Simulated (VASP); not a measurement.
Set up this calculation in VASP 6.6.1, as the native input.

```yaml
Task: single point
Functional: PBEsol
Potentials_or_basis: VASP PAW PBE potentials, release 64 (Fe)
Cutoff: 520 eV
k_mesh: 14 × 14 × 4
Occupations: fermi-dirac, width 0.05 eV
Spin: collinear spin, ferromagnetic start
Starting_moments: "[2.5, 2.5, 2.5, 2.5] μB"
Dipole_correction: no
Further_INCAR_settings: ALGO = Normal; EDIFF = 1e-07; NBANDS = 28
```

The structure of Fe lies in POSCAR:

```
Fe
1.0
    2.4191476518      0.0000000000      0.0000000000
   -1.2095738259      2.0950433219      0.0000000000
    0.0000000000      0.0000000000      7.7982618564
Fe
4
Direct
    0.0000000000      0.0000000000      0.0000000000
    0.0000000000      0.0000000000      0.5000000000
    0.3333333333      0.6666666667      0.2500000000
    0.6666666667      0.3333333333      0.7500000000
```

These files were run (other wordings do the same):

INCAR

```
SYSTEM = Fe
ALGO = Normal ; EDIFF = 1E-7
ENCUT = 520 ; GGA = PS
ISIF = 2 ; ISMEAR = -1
ISPIN = 2 ; LASPH = .TRUE.
LCHARG = .FALSE. ; LMAXMIX = 4
LORBIT = 11 ; LREAL = .FALSE.
LWAVE = .FALSE. ; MAGMOM = 2.5 2.5 2.5 2.5
NBANDS = 28 ; NELM = 150
PREC = Accurate ; SIGMA = 0.05
```

KPOINTS

```
k-points
0
G
  14 14 4
  0 0 0
```

Potentials or basis: VASP PAW PBE potentials, release 64 (Fe).

The run is started by

```console
$ cat potpaw_PBE.64/Fe/POTCAR > POTCAR
$ mpirun -np 1 vasp_std > vasp.out
```

It gave:

| Property | Result |
| --- | --- |
| Pressure | -0.4 GPa |
| Net moment | 0.95 μB per cell |
| Site moments | Fe -0.03, +0.50 μB |
| Valence electrons inside the program's atomic spheres | Fe 7.60 |

Caveat: the PAW data sets were made with another functional, which shifts forces and pressure a little.

Run time: 2.4 min on 1 thread of Intel(R) Xeon(R) 6975P-C (Granite Rapids), on a shared host, peak memory 0.23 GiB.
